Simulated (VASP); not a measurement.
Write the native input for VASP 6.6.1 that does the following.

```yaml
Task: single point
Functional: r2SCAN
Potentials_or_basis: VASP PAW PBE potentials, release 64 (Ti_sv, Ni)
Cutoff: 520 eV
k_mesh: 14 × 14 × 14
Occupations: gaussian, width 0.1 eV
Spin: collinear spin, ferromagnetic start
Starting_moments: "[0.5, 0.38] μB"
Dipole_correction: no
Further_INCAR_settings: ALGO = Normal; EDIFF = 1e-06; NBANDS = 22
```

Crystal: TiNi.

```xyz
2
Lattice="2.9886 0.0000 0.0000 0.0000 2.9886 0.0000 0.0000 0.0000 2.9886" Properties=species:S:1:pos:R:3 pbc="T T T"
Ti    1.4943    1.4943    1.4943
Ni    0.0000    0.0000    0.0000
```

The input as run:

POSCAR

```
TiNi
1.0
    2.9885840077      0.0000000000      0.0000000000
    0.0000000000      2.9885840077      0.0000000000
    0.0000000000      0.0000000000      2.9885840077
Ti Ni
1 1
Direct
    0.5000000000      0.5000000000      0.5000000000
    0.0000000000      0.0000000000      0.0000000000
```

INCAR.step1

```
  ALGO = Normal
  EDIFF = 1E-4
  ENCUT = 520
  GGA = PE
  ISMEAR = 0
  ISPIN = 2
  LASPH = True
  LCHARG = False
  LMAXMIX = 4
  LREAL = False
  LWAVE = True
  MAGMOM = 0.5 0.38
  NBANDS = 22
  NELM = 150
  PREC = Accurate
  SIGMA = 0.1
```

INCAR.step2

```
  ALGO = Normal
  EDIFF = 1E-6
  ENCUT = 520
  ISIF = 2
  ISMEAR = 0
  ISPIN = 2
  ISTART = 1
  LASPH = True
  LCHARG = False
  LMAXMIX = 4
  LMIXTAU = True
  LORBIT = 11
  LREAL = False
  LWAVE = False
  MAGMOM = 0.5 0.38
  METAGGA = R2SCAN
  NBANDS = 22
  NELM = 150
  PREC = Accurate
  SIGMA = 0.1
```

KPOINTS

```
k-points
0
Gamma
  14 14 14
```

Potentials or basis: VASP PAW PBE potentials, release 64 (Ti_sv, Ni).

Launch:

```sh
$ cat potpaw_PBE.64/Ti_sv/POTCAR potpaw_PBE.64/Ni/POTCAR > POTCAR
$ cp INCAR.step1 INCAR
$ mpirun -np 1 vasp_std > vasp.out
$ cp INCAR.step2 INCAR
$ mpirun -np 1 vasp_std > vasp.out
```

Results of the run:

The pressure is 0.5 GPa and the band gap on the k mesh is zero (filled and empty bands overlap). The net moment is 0.00 μB per cell and the valence electrons inside the program's atomic spheres are Ti 10.21; Ni 9.45.

Caveat: the PAW data sets were made with another functional, which shifts forces and pressure a little.

Wall time 2.5 min on 1 thread of Intel(R) Xeon(R) 6975P-C (Granite Rapids), on a shared host, peak memory 0.23 GiB.
